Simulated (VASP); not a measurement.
# K (I4_1/amd) in VASP: relaxation of cell and atoms with PBE

Aim: the relaxation of cell and atoms of K with PBE.

All numbers are computed with VASP 6.6.1; they aren't measurements. Logs are shortened: lines on timing, memory, paths and dates and some standing lists are left out, and cuts for length are marked.

## Step 1: The cell of the first run

The structure is tetragonal, space group I4_1/amd (No. 141). Conventional cell: a = 6.505 Å, b = 6.505 Å, c = 3.547 Å, α = 90.00°, β = 90.00°, γ = 90.00°. K (site symmetry -4m2) has 10 K at 3.37 to 4.20 Å within 4.4 Å.

## Step 2: Relaxation of cell and atoms, PBE, target pressure 8.4 GPa, at which the enthalpy is minimised

Contents of INCAR:

```
SYSTEM = K
  ALGO = Normal
  EDIFF = 1E-7
  EDIFFG = -0.005
  ENCUT = 600
  GGA = PE
  IBRION = 2
  ISIF = 3
  ISMEAR = -1
  LASPH = .TRUE.
  LCHARG = .FALSE.
  LREAL = .FALSE.
  LWAVE = .FALSE.
  NELM = 80
  NSW = 32
  PREC = Accurate
  PSTRESS = 84.0
  SIGMA = 0.08
```

Contents of KPOINTS:

```
k-points
0
G
  12 12 12
  0 0 0
```

Contents of POSCAR:

```
K
1.0
   -3.2522586553      3.2522586553      1.7733995130
    3.2522586553     -3.2522586553      1.7733995130
    3.2522586553      3.2522586553     -1.7733995130
K
2
Direct
   -0.3750000000     -0.1250000000     -0.2500000000
    0.3750000000      0.1250000000      0.2500000000
```

Potentials or basis: VASP PAW PBE potentials, release 64 (K_sv).

Run with:

```
cat potpaw_PBE.64/K_sv/POTCAR > POTCAR
mpirun -np 1 vasp_std > vasp.out
```

OUTCAR:

```text
SYSTEM = K
   EDIFF = 1E-7
   EDIFFG = -0.005
   ENCUT = 600
   GGA = PE
   IBRION = 2
   ISIF = 3
   ISMEAR = -1
   LASPH = .TRUE.
   LREAL = .FALSE.
   NELM = 80
   NSW = 32
   PREC = Accurate
   PSTRESS = 84.0

 ion  position               nearest neighbor table
   1  0.625  0.875  0.750-   2 3.37   2 3.37   2 3.37   2 3.37
   2  0.375  0.125  0.250-   1 3.37   1 3.37   1 3.37   1 3.37

  LATTYP: Found a body centered tetragonal cell.
 ALAT       =     6.5045173106
 C/A-ratio  =     0.5452824332

  Lattice vectors:

 A1 = (  -3.2522586553,   3.2522586553,   1.7733995130)
 A2 = (   3.2522586553,  -3.2522586553,   1.7733995130)
 A3 = (   3.2522586553,   3.2522586553,  -1.7733995130)

Analysis of symmetry for initial positions (statically):
=====================================================================
 Subroutine PRICEL returns:
 Original cell was already a primitive cell.

 Routine SETGRP: Setting up the symmetry group for a
 body centered tetragonal supercell.

 Subroutine GETGRP returns: Found 16 space group operations
 (whereof  4 operations were pure point group operations)
 out of a pool of 16 trial point group operations.

The static configuration has the point symmetry C_2h.
 The point group associated with its full space group is D_4h.

Analysis of symmetry for dynamics (positions and initial velocities):
=====================================================================
 Subroutine PRICEL returns:
 Original cell was already a primitive cell.

 Routine SETGRP: Setting up the symmetry group for a
 body centered tetragonal supercell.

 Subroutine GETGRP returns: Found 16 space group operations
 (whereof  4 operations were pure point group operations)
 out of a pool of 16 trial point group operations.

The dynamic configuration has the point symmetry C_2h.
 The point group associated with its full space group is D_4h.

 Subroutine INISYM returns: Found 16 space group operations
 (whereof  4 operations are pure point group operations),
 and found     1 'primitive' translations

----------------------------------------------------------------------------------------

                                     Primitive cell

  volume of cell :      75.0303

  direct lattice vectors                    reciprocal lattice vectors
    -3.252258655  3.252258655  1.773399513     0.000000000  0.153739310  0.281944365
     3.252258655 -3.252258655  1.773399513     0.153739310  0.000000000  0.281944365
     3.252258655  3.252258655 -1.773399513     0.153739310  0.153739310  0.000000000

  length of vectors
     4.929433898  4.929433898  4.929433898     0.321136109  0.321136109  0.217420217

  position of ions in fractional coordinates (direct lattice)
     0.625000000  0.875000000  0.750000000
     0.375000000  0.125000000  0.250000000

  ion indices of the primitive-cell ions
   primitive index   ion index
                 1           1
                 2           2

----------------------------------------------------------------------------------------

 KPOINTS: k-points

Automatic generation of k-mesh.
 Grid dimensions read from file:
 generate k-points for:   12   12   12

 Generating k-lattice:

  Cartesian coordinates                     Fractional coordinates (reciprocal lattice)
     0.000000000  0.012811609  0.023495364     0.083333333  0.000000000  0.000000000
     0.012811609  0.000000000  0.023495364     0.000000000  0.083333333  0.000000000
     0.012811609  0.012811609  0.000000000     0.000000000  0.000000000  0.083333333

  Length of vectors
     0.026761342  0.026761342  0.018118351

  Shift w.r.t. Gamma in fractional coordinates (k-lattice)
     0.000000000  0.000000000  0.000000000

[... 58 lines left out ...]
   POTIM  = 0.5000    time-step for ionic-motion
   TEBEG  =    0.0;   TEEND  =   0.0 temperature during run
   PSTRESS=   84.0 pullay stress
   NELECT =      18.0000    total number of electrons
   NUPDOWN=      -1.0000    fix difference up-down
   EMIN   =  10.00;   EMAX   =-10.00  energy-range for DOS
   EFERMI =   0.00;   METHOD = LEGACY
   ISMEAR =    -1;   SIGMA  =   0.08  broadening in eV -4-tet -1-fermi 0-gaus
   EFERMI_NEDOS =   21; number of points for ismear=-14 and -15
   IALGO  =     38    algorithm
   IMIX   =      4    mixing-type and parameters
     AMIX     =   0.40;   BMIX     =  1.00
     AMIX_MAG =   1.60;   BMIX_MAG =  1.00
  volume/ion in A,a.u.               =      37.52       253.16
  Fermi-wavevector in a.u.,A,eV,Ry     =   1.017232  1.922290 14.078782  1.034761
  Thomas-Fermi vector in A             =   2.150621
   LORBIT       =      0    0 simple, 1 ext, 2 COOP (PROOUT), +10 PAW based schemes
   GGA     = PE    functional components
   LHFCALC =     F    Hartree Fock is set to
   AEXX    =    0.0000 exact exchange contribution
   IVDW    =     0    specifies the selected vdW correction
   LEPSILON=     F    determine dielectric tensor
   LRPA    =     F    only Hartree local field effects (RPA)
 conjugate gradient relaxation of ions
 non-spin polarized calculation
  energy-cutoff  :      600.00
  volume of cell :       75.03
 maximum number of plane-waves:      2522
   NGX = 19   NGY = 19   NGZ = 19

--------------------------------------- Ionic step        1  -------------------------------------------

 number of electron      18.0000002 magnetization

 Free energy of the ion-electron system (eV)
  ---------------------------------------------------
  ext. energy  EPLUGINS =         0.00000000
  ---------------------------------------------------
  free energy    TOTEN  =        -0.81520125 eV

  energy without entropy =       -0.77945797  energy(sigma->0) =       -0.79732961

------------------------ aborting loop because EDIFF is reached ----------------------------------------

  FORCE on cell =-STRESS in cart. coord.  units (eV):
  Direction    XX          YY          ZZ          XY          YZ          ZX
  --------------------------------------------------------------------------------------
  -------------------------------------------------------------------------------------
  Total        3.9442098      3.9442098      3.9369317      0.0000000      0.0000000      0.0000000
  in kB       84.2236103     84.2236103     84.0681956      0.0000000      0.0000000      0.0000000
  external PRESSURE =       0.1718054 kB  Pullay stress =      84.0000000 kB

 VOLUME and BASIS-vectors are now :
 -----------------------------------------------------------------------------
  energy-cutoff  :      600.00
  volume of cell :       75.03
      direct lattice vectors                 reciprocal lattice vectors
    -3.252258655  3.252258655  1.773399513     0.000000000  0.153739310  0.281944365
     3.252258655 -3.252258655  1.773399513     0.153739310  0.000000000  0.281944365
     3.252258655  3.252258655 -1.773399513     0.153739310  0.153739310  0.000000000

 POSITION                                       TOTAL-FORCE (eV/Angst)
 -----------------------------------------------------------------------------------
      3.25226      1.62613      1.33005         0.000000     -0.000000      0.000000
      0.00000      1.62613      0.44335        -0.000000      0.000000     -0.000000
 -----------------------------------------------------------------------------------
    total drift:                               -0.000000     -0.000000      0.000000

  FREE ENERGIE OF THE ION-ELECTRON SYSTEM (eV)
  ---------------------------------------------------
  free  energy   TOTEN  =        -0.8152012498 eV

  energy  without entropy=       -0.7794579737  energy(sigma->0) =       -0.79732961

  enthalpy is  TOTEN    =         3.1185367962 eV   P V=        3.9337380460

--------------------------------------- Ionic step        2  -------------------------------------------

 number of electron      18.0000002 magnetization

 Free energy of the ion-electron system (eV)
  ---------------------------------------------------
  ext. energy  EPLUGINS =         0.00000000
  ---------------------------------------------------
  free energy    TOTEN  =        -0.81749487 eV

  energy without entropy =       -0.78178200  energy(sigma->0) =       -0.79963844

 E-fermi :   2.0767     XC(G=0):  -7.5859

 val. band max:        2.0656893569   @ k =  -0.4167   0.5000   0.4167
 cond. band min:       2.0941340303   @ k =   0.3333   0.3333  -0.0000
 fundamental gap:      0.0284446733
 Fermi energy:         2.0766896554

 k-point     1 :       0.0000    0.0000    0.0000
  band No.  band energies     occupation
      1     -30.3145      2.00000
      2     -30.1525      2.00000
      3     -14.0518      2.00000
      4     -14.0518      2.00000
      5     -13.5169      2.00000
      6     -13.5110      2.00000
      7     -13.4709      2.00000
      8     -13.4709      2.00000
      9      -1.1040      2.00000
     10       2.2442      0.21938
     11       4.5521      0.00000
     12       5.0935      0.00000
     13       5.7967      0.00000
[... 354 lines left out ...]
  band No.  band energies     occupation
      1     -30.2515      2.00000
      2     -30.1699      2.00000
      3     -14.0215      2.00000
      4     -13.8851      2.00000
      5     -13.8262      2.00000
      6     -13.6806      2.00000
      7     -13.6280      2.00000
      8     -13.4747      2.00000
      9       0.6269      2.00000
     10       2.5238      0.00745
     11       4.0032      0.00000
     12       5.0308      0.00000
     13       5.3338      0.00000

 [... further k-points ...]
[... 5 lines left out ...]
  --------------------------------------------------------------------------------------
  -------------------------------------------------------------------------------------
  Total        3.9378560      3.9378560      3.9324788      0.0000000     -0.0000000      0.0000000
  in kB       84.0389954     84.0389954     83.9242390      0.0000000     -0.0000000      0.0000000
  external PRESSURE =       0.0007432 kB  Pullay stress =      84.0000000 kB

 VOLUME and BASIS-vectors are now :
 -----------------------------------------------------------------------------
  energy-cutoff  :      600.00
  volume of cell :       75.07
      direct lattice vectors                 reciprocal lattice vectors
    -3.253080149  3.253080149  1.773536125     0.000000000  0.153700486  0.281922648
     3.253080149 -3.253080149  1.773536125     0.153700486  0.000000000  0.281922648
     3.253080149  3.253080149 -1.773536125     0.153700486  0.153700486  0.000000000

 POSITION                                       TOTAL-FORCE (eV/Angst)
 -----------------------------------------------------------------------------------
      3.25308      1.62654      1.33015        -0.000000     -0.000000      0.000000
      0.00000      1.62654      0.44338         0.000000      0.000000     -0.000000
 -----------------------------------------------------------------------------------
    total drift:                               -0.000000     -0.000000      0.000000

  FREE ENERGIE OF THE ION-ELECTRON SYSTEM (eV)
  ---------------------------------------------------
  free  energy   TOTEN  =        -0.8174948724 eV

  energy  without entropy=       -0.7817820040  energy(sigma->0) =       -0.79963844

  enthalpy is  TOTEN    =         3.1185338698 eV   P V=        3.9360287422

 reached required accuracy - stopping structural energy minimisation
```

Wall time 1.8 min (1 thread of Intel Xeon 6975P-C (Granite Rapids), shared host); peak memory 0.35 GiB.

What came out:

```yaml
Free_energy: -0.8175 eV
Relaxed_volume: 37.54 Å³/atom
Relaxed_cell: a = 4.931 Å, b = 4.931 Å, c = 4.931 Å, α = 97.43°, β = 97.43°, γ = 137.84°
Space_group_after_relaxing_to_0.1_Å: I4_1/amd (No. 141)
Energy_change_on_relaxing_the_run_minimises_the_enthalpy: -1.1 meV/atom
Ionic_steps: 2
Pressure_after_relaxing: 8.4 GPa
Band_gap_on_the_k_mesh: zero (bands 9 and 10 overlap by 1.81 eV)
```

Step by step:
```tsv
step	energy change (eV)	largest force (eV/Å)	pressure (GPa)	volume (Å³)
1	0.0000	0.0000	8.42	75.03
2	-0.0023	0.0000	8.40	75.07
```

Final structure:
```yaml
crystal:
  lattice:
    - [-3.25308, 3.25308, 1.77354]
    - [3.25308, -3.25308, 1.77354]
    - [3.25308, 3.25308, -1.77354]
  atoms:
    - { symbol: K, position: [0.62500, 0.87500, 0.75000] }
    - { symbol: K, position: [0.37500, 0.12500, 0.25000] }
```

Caveat: the cell is relaxed towards a set pressure, so the run minimises the enthalpy, not the energy.

The gap in the log of VASP goes by the Fermi energy; the results here count the filled bands.